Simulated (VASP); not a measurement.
Here is a VASP 6.6.1 calculation.

File INCAR:

```
ALGO = Fast
EDIFF = 1E-6
ENCUT = 520
GGA = PE
ISIF = 2
ISMEAR = 0
LASPH = True
LCHARG = True
LELF = True
LREAL = False
LVHAR = True
LWAVE = False
NBANDS = 57
NELM = 60
PREC = Accurate
SIGMA = 0.2
```

The input KPOINTS:

```
k-points
0
Gamma
  6 6 2
```

The input POSCAR:

```
Bi6Te
1.0
    4.6180200166      0.1211100508      0.0791954254
   -2.2027413107      3.7857884397      0.0297580168
    0.2532800903      0.2494843477     14.0513843548
Bi Te
6 1
Direct
   -0.0378043013     -0.0225655151      0.2810559320
    0.3512144831      0.6778388249      0.4354971540
    1.0380433677      1.0227997824      0.7189491779
    0.6486406236      0.3211845585      0.5644782737
    0.3453885094      0.6725714689      0.8519474192
    0.6543503114      0.3271262063      0.1480991786
    0.0001670060      1.0010446740     -0.0000271354
```

Potentials or basis: VASP PAW PBE potentials, release 64 (Bi_d, Te).

Command:

```sh
$ cat potpaw_PBE.64/Bi_d/POTCAR potpaw_PBE.64/Te/POTCAR > POTCAR
$ mpirun -np 1 vasp_std > vasp.out
```

(1) What does it give for the largest force?

(2) What does it give for the band gap on the k mesh?

(3) Estimate the pressure.

## Answers

(1) 0.020 eV/Å.

(2) zero (bands 48 and 49 overlap by 0.63 eV).

(3) 0.0 GPa.

Caveat: spin-orbit coupling is left out, which moves the levels of the heavy elements.
